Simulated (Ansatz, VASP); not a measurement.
## Sn in VASP and in Ansatz

File POSCAR:

```
Sn
1.0
    0.0000000000      3.2333428000      3.2333428000
    3.2333428000      0.0000000000      3.2333428000
    3.2333428000      3.2333428000      0.0000000000
Sn
2
Direct
    0.7500000000      0.7500000000      0.7500000000
    0.5000000000      0.5000000000      0.5000000000
```

Contents of INCAR.step1:

```
SYSTEM = Sn
ALGO     = Normal         ! electronic algorithm
EDIFF    = 1E-5           ! SCF threshold, eV
ENCUT    = 520            ! plane-wave cutoff, eV
GGA      = PE             ! functional
ISIF     = 2              ! what is computed and relaxed
ISMEAR   = -1             ! smearing method
LASPH    = .TRUE.         ! aspherical terms in the spheres
LREAL    = .FALSE.        ! projectors in reciprocal space
LWAVE    = .TRUE.         ! write WAVECAR
NBANDS   = 21             ! bands
NELM     = 100            ! most SCF steps
PREC     = Accurate       ! precision mode
SIGMA    = 0.05           ! smearing width, eV
```

INCAR.step2

```
SYSTEM = Sn
AEXX     = 0.1            ! exact-exchange fraction
ALGO     = Normal         ! electronic algorithm
EDIFF    = 1E-6           ! SCF threshold, eV
ENCUT    = 520            ! plane-wave cutoff, eV
ISIF     = 2              ! what is computed and relaxed
ISMEAR   = -1             ! smearing method
ISTART   = 1            
LASPH    = .TRUE.         ! aspherical terms in the spheres
LCHARG   = .TRUE.         ! write CHGCAR
LELF     = .TRUE.         ! ELF
LHFCALC  = .TRUE.         ! exact exchange
LMIXTAU  = .TRUE.       
LREAL    = .FALSE.        ! projectors in reciprocal space
LVHAR    = .TRUE.       
LWAVE    = .FALSE.        ! write WAVECAR
METAGGA  = R2SCAN         ! meta-GGA
NBANDS   = 21             ! bands
NELM     = 100            ! most SCF steps
PREC     = Accurate       ! precision mode
PRECFOCK = Normal       
SIGMA    = 0.05           ! smearing width, eV
```

KPOINTS

```
k-points
0
G
  4 4 4
  0 0 0
```

The input input.yaml:

```yaml
crystal:
  lattice:
    - [0.0, 3.2333428, 3.2333428]
    - [3.2333428, 0.0, 3.2333428]
    - [3.2333428, 3.2333428, 0.0]
  atoms:
    - { symbol: Sn, position: [0.75, 0.75, 0.75] }
    - { symbol: Sn, position: [0.5, 0.5, 0.5] }
hamiltonian:
  xc: r2scanh
  pseudopotentials: { kind: paw }
kpoints:
  mp_grid: { grid: [4, 4, 4] }
scf:
  occupations: { method: fermi_dirac, width: 0.05 }
output:
  forces: true
  stress: true
  eigenvalues: true
```

Alike in both runs: task single point; functional r2SCANh; k mesh 4 × 4 × 4; occupations fermi-dirac, width 0.05 eV; no spin polarisation.

|  | VASP | Ansatz |
| --- | --- | --- |
| version | VASP 6.6.1 | Ansatz 0.2.0 |
| potentials or method | VASP PAW PBE potentials, release 64 (Sn_d) | Ansatz PAW |
| plane-wave cutoff (eV) | 520 | 500 |
| valence electrons in the cell | 28 | 28 |

|  | VASP | Ansatz | Ansatz less VASP |
| --- | --- | --- | --- |
| gap on the k mesh at the Fermi level (eV) | none | none | - |
| pressure (GPa) | 2.2 | 2.2 | +0.06 |

VASP's potentials were made for PBE, not for r2SCANh. A gap of «none» marks a metal or a gap that the smearing closes.

The k mesh is coarse, so the values compare programs but aren't converged.
